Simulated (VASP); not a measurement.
# Ta2C (P-3m1) in VASP: vibrations by perturbation theory with LDA

Aim: the vibrations by perturbation theory of Ta2C with LDA.

Program: VASP 6.6.1. These are calculated values, not measurements. Logs are shortened: lines on timing, memory, paths and dates and some standing lists are left out, and cuts for length are marked.

### 1 The cell of the first run

Symmetry: P-3m1, No. 164, trigonal system. Conventional cell: a = 3.106 Å, b = 3.106 Å, c = 4.946 Å, α = 90.00°, β = 90.00°, γ = 120.00°. Ta (site symmetry 3m) has 3 C at 2.18 Å within 2.9 Å. Within 2.9 Å of C (site symmetry -3m) lie 6 Ta at 2.18 Å.

### 2 Vibrations by perturbation theory, LDA

File INCAR:

```
PREC = Accurate ; ENCUT = 520
EDIFF = 1E-8 ; ISMEAR = 1
SIGMA = 0.1 ; LREAL = F
LASPH = T ; NELM = 100
ALGO = Normal ; ISIF = 2
LWAVE = F ; LCHARG = T
GGA = CA ; IBRION = 8
NSW = 1
```

File KPOINTS:

```
Automatic mesh
0
Gamma
  10 10 6
```

File POSCAR:

```
Ta2C
1.0
    3.1059000000      0.0000000000      0.0000000000
   -1.5529500000      2.6897883000      0.0000000000
    0.0000000000      0.0000000000      4.9464000000
Ta C
2 1
Direct
    0.3333333300      0.6666666700      0.2520100000
    0.6666666700      0.3333333300      0.7479900000
    0.0000000000      0.0000000000      0.0000000000
```

Potentials or basis: VASP PAW LDA potentials, release 64 (Ta_pv, C).

Run with:

```
cat potpaw_LDA.64/Ta_pv/POTCAR potpaw_LDA.64/C/POTCAR > POTCAR
mpirun -np 1 vasp_std > vasp.out
```

OUTCAR:

```text
PREC = Accurate
   ENCUT = 520
   EDIFF = 1E-8
   ISMEAR = 1
   LREAL = F
   LASPH = T
   NELM = 100
   ISIF = 2
   GGA = CA
   IBRION = 8
   NSW = 1

 ion  position               nearest neighbor table
   1  0.333  0.667  0.252-   3 2.18   3 2.18   3 2.18   2 3.04   2 3.04   2 3.04   2 3.07   2 3.07
                             2 3.07
   2  0.667  0.333  0.748-   3 2.18   3 2.18   3 2.18   1 3.04   1 3.04   1 3.04   1 3.07   1 3.07
                             1 3.07
   3  0.000  0.000  0.000-   1 2.18   2 2.18   1 2.18   2 2.18   2 2.18   1 2.18

  LATTYP: Found a hexagonal cell.
 ALAT       =     3.1059000000
 C/A-ratio  =     1.5925818603

  Lattice vectors:

 A1 = (   3.1059000000,   0.0000000000,   0.0000000000)
 A2 = (  -1.5529500000,   2.6897883000,   0.0000000000)
 A3 = (   0.0000000000,   0.0000000000,   4.9464000000)

Analysis of symmetry for initial positions (statically):
=====================================================================
 Subroutine PRICEL returns:
 Original cell was already a primitive cell.

 Routine SETGRP: Setting up the symmetry group for a
 hexagonal supercell.

 Subroutine GETGRP returns: Found 12 space group operations
 (whereof 12 operations were pure point group operations)
 out of a pool of 24 trial point group operations.

The static configuration has the point symmetry D_3d.

Analysis of symmetry for dynamics (positions and initial velocities):
=====================================================================
 Subroutine PRICEL returns:
 Original cell was already a primitive cell.

 Routine SETGRP: Setting up the symmetry group for a
 hexagonal supercell.

 Subroutine GETGRP returns: Found 12 space group operations
 (whereof 12 operations were pure point group operations)
 out of a pool of 24 trial point group operations.

The dynamic configuration has the point symmetry D_3d.

 Subroutine INISYM returns: Found 12 space group operations
 (whereof 12 operations are pure point group operations),
 and found     1 'primitive' translations

----------------------------------------------------------------------------------------

                                     Primitive cell

  volume of cell :      41.3233

  direct lattice vectors                    reciprocal lattice vectors
     3.105900000  0.000000000  0.000000000     0.321967868  0.185888235  0.000000000
    -1.552950000  2.689788300  0.000000000     0.000000000  0.371776470  0.000000000
     0.000000000  0.000000000  4.946400000     0.000000000  0.000000000  0.202167233

  length of vectors
     3.105900000  3.105899999  4.946400000     0.371776470  0.371776470  0.202167233

  position of ions in fractional coordinates (direct lattice)
     0.333333330  0.666666670  0.252010000
     0.666666670  0.333333330  0.747990000
     0.000000000  0.000000000  0.000000000

  ion indices of the primitive-cell ions
   primitive index   ion index
                 1           1
                 2           2
                 3           3

----------------------------------------------------------------------------------------

 KPOINTS: Automatic mesh

Automatic generation of k-mesh.
 Grid dimensions read from file:
 generate k-points for:   10   10    6

[... 96 lines left out ...]
  energy-cutoff  :      520.00
  volume of cell :       41.32
 maximum number of plane-waves:      1132
 NGX is ok and might be reduce to    24
   NGX = 11   NGY = 11   NGZ = 19

--------------------------------------- Ionic step        1  -------------------------------------------

 number of electron      26.0000001 magnetization

 Free energy of the ion-electron system (eV)
  ---------------------------------------------------
  ext. energy  EPLUGINS =         0.00000000
  ---------------------------------------------------
  free energy    TOTEN  =       -37.65884744 eV

  energy without entropy =      -37.65830871  energy(sigma->0) =      -37.65866786

 E-fermi :   6.4463     XC(G=0): -12.9400

 val. band max:        6.4241809136   @ k =   0.1000   0.0000   0.1667
 cond. band min:       6.4932646790   @ k =  -0.1000   0.3000   0.3333
 fundamental gap:      0.0690837654
 Fermi energy:         6.4462860791

 k-point     1 :       0.0000    0.0000    0.0000
  band No.  band energies     occupation
      1     -28.2175      2.00000
      2     -27.5247      2.00000
      3     -27.5247      2.00000
      4     -27.4118      2.00000
      5     -27.4118      2.00000
      6     -27.3315      2.00000
[... 457 lines left out ...]
      4     -27.7034      2.00000
      5     -27.5256      2.00000
      6     -27.5104      2.00000
[... 9 lines left out ...]
     16      10.6366      0.00000
     17      11.4023      0.00000

 [... further k-points ...]

------------------------ aborting loop because EDIFF is reached ----------------------------------------

  FORCE on cell =-STRESS in cart. coord.  units (eV):
  Direction    XX          YY          ZZ          XY          YZ          ZX
  --------------------------------------------------------------------------------------
  -------------------------------------------------------------------------------------
  Total       -1.7182878     -1.7182878     -1.9922402      0.0000000      0.0000000      0.0000000
  in kB      -66.6210818    -66.6210817    -77.2427055      0.0000000      0.0000000      0.0000000
  external PRESSURE =     -70.1616230 kB  Pullay stress =       0.0000000 kB

 VOLUME and BASIS-vectors are now :
 -----------------------------------------------------------------------------
  energy-cutoff  :      520.00
  volume of cell :       41.32
      direct lattice vectors                 reciprocal lattice vectors
     3.105900000  0.000000000  0.000000000     0.321967868  0.185888235  0.000000000
    -1.552950000  2.689788300  0.000000000     0.000000000  0.371776470  0.000000000
     0.000000000  0.000000000  4.946400000     0.000000000  0.000000000  0.202167233

 POSITION                                       TOTAL-FORCE (eV/Angst)
 -----------------------------------------------------------------------------------
     -0.00000      1.79319      1.24654        -0.000000      0.000000     -0.096931
      1.55295      0.89660      3.69986         0.000000     -0.000000      0.096931
      0.00000      0.00000      0.00000         0.000000      0.000000     -0.000000
 -----------------------------------------------------------------------------------
    total drift:                                0.000000      0.000000     -0.000000

  FREE ENERGIE OF THE ION-ELECTRON SYSTEM (eV)
  ---------------------------------------------------
  free  energy   TOTEN  =       -37.6588474353 eV

  energy  without entropy=      -37.6583087052  energy(sigma->0) =      -37.65866786

[... ionic steps 2 to 9 ...]

--------------------------------------- Ionic step       10  -------------------------------------------

------------------------ aborting loop because EDIFF is reached ----------------------------------------

[... ionic steps 11 to 11 ...]

--------------------------------------- Ionic step       12  -------------------------------------------

 Free energy of the ion-electron system (eV)
  ---------------------------------------------------
  ---------------------------------------------------
  free energy    TOTEN  =        -0.12959892 eV

  energy without entropy =       -0.12959892

------------------------ aborting loop because EDIFF is reached ----------------------------------------

 INTERNAL STRAIN TENSOR  FOR ION    3  DIRECTION 3   (eV/Angst):
 -----------------------------------------------------------------------------
     0.02003  0.00000  0.00000
     0.00000  0.02003 -0.00000
     0.00000  0.00000 -0.03379

 INTERNAL STRAIN TENSOR FOR ION    3 for displacements in x,y,z  (eV/Angst):
          X           Y           Z          XY          YZ          ZX
  --------------------------------------------------------------------------------
  x     0.00000     0.00000     0.00000     0.00000     0.00000     0.00000
  y     0.00000     0.00000     0.00000     0.00000     0.00000     0.00000
  z     0.00000     0.00000     0.00000     0.00000     0.00000     0.00000

 SECOND DERIVATIVES (NOT SYMMETRIZED)
 ------------------------------------
               1X          1Y          1Z          2X          2Y          2Z          3X          3Y          3Z
  1X    -9.345362    0.000000    0.000000    0.353063    0.000000    0.000000    8.992299    0.000000    0.000000
  1Y     0.000000   -9.345362    0.000000    0.000000    0.353063    0.000000    0.000000    8.992299   -0.000000
  1Z     0.000000    0.000000  -19.396011    0.000000    0.000000   10.925366    0.000000    0.000000    8.470645
  2X     0.353063    0.000000    0.000000   -9.345362    0.000000    0.000000    8.992299    0.000000    0.000000
  2Y     0.000000    0.353063    0.000000    0.000000   -9.345362    0.000000    0.000000    8.992299   -0.000000
  2Z     0.000000    0.000000   10.925366    0.000000    0.000000  -19.396011    0.000000    0.000000    8.470645
  3X     8.991197    0.000000    0.000000    8.991197    0.000000    0.000000  -17.982394    0.000000    0.000000
  3Y     0.000000    8.991197    0.000000    0.000000    8.991197    0.000000    0.000000  -17.982394    0.000000
  3Z    -0.000000    0.000000    8.473960    0.000000    0.000000    8.473960    0.000000    0.000000  -16.947921

 Eigenvectors and eigenvalues of the dynamical matrix
 ----------------------------------------------------

   1 f  =   19.443555 THz   122.167456 2PiTHz  648.567167 cm-1    80.412044 meV
             X         Y         Z           dx          dy          dz
     -0.000000  1.793192  1.246542     0.126741    0.000000    0.000000
      1.552950  0.896596  3.699858     0.126741    0.000000   -0.000000
      0.000000  0.000000  0.000000    -0.983805   -0.000000   -0.000000
[... 43 lines left out ...]
   9 f/i=    0.000651 THz     0.004092 2PiTHz    0.021721 cm-1     0.002693 meV
             X         Y         Z           dx          dy          dz
     -0.000000  1.793192  1.246542     0.000000   -0.000000    0.695661
      1.552950  0.896596  3.699858     0.000000   -0.000000    0.695661
      0.000000  0.000000  0.000000     0.000000   -0.000000    0.179195

--------------------------------------------------------------------------------------------------------

 ELASTIC MODULI CONTR FROM IONIC RELAXATION (kBar)
 Direction    XX          YY          ZZ          XY          YZ          ZX
 --------------------------------------------------------------------------------
 XX        -114.6790   -110.0624   -225.8367     -0.0000    -26.0818     -0.0000
 YY        -110.0624   -114.6790   -225.8367     -0.0000     26.0818     -0.0000
 ZZ        -225.8367   -225.8367   -453.8748     -0.0000     -0.0000     -0.0000
 XY          -0.0000     -0.0000     -0.0000     -2.3083     -0.0000    -31.0247
 YZ         -26.0818     26.0818     -0.0000     -0.0000   -294.7038     -0.0000
 ZX          -0.0000     -0.0000     -0.0000    -31.0247     -0.0000   -416.9892
 --------------------------------------------------------------------------------
```

Wall time 11 min (1 thread of Intel Xeon Platinum 8488C (Sapphire Rapids), shared host); peak memory 0.51 GiB.

What came out:

| Property | Result |
| --- | --- |
| Highest phonon frequency at Γ | 649 cm⁻¹ |

Phonon frequencies in cm⁻¹ (negative: imaginary):
```
              q point                    frequencies
(0.000, 0.000, 0.000)  0 0 0 121 121 213 630 649 649
```

Caveat: the cell stands under pressure or tension, which shifts response properties; spin-orbit coupling is left out, which moves the levels of the heavy elements.
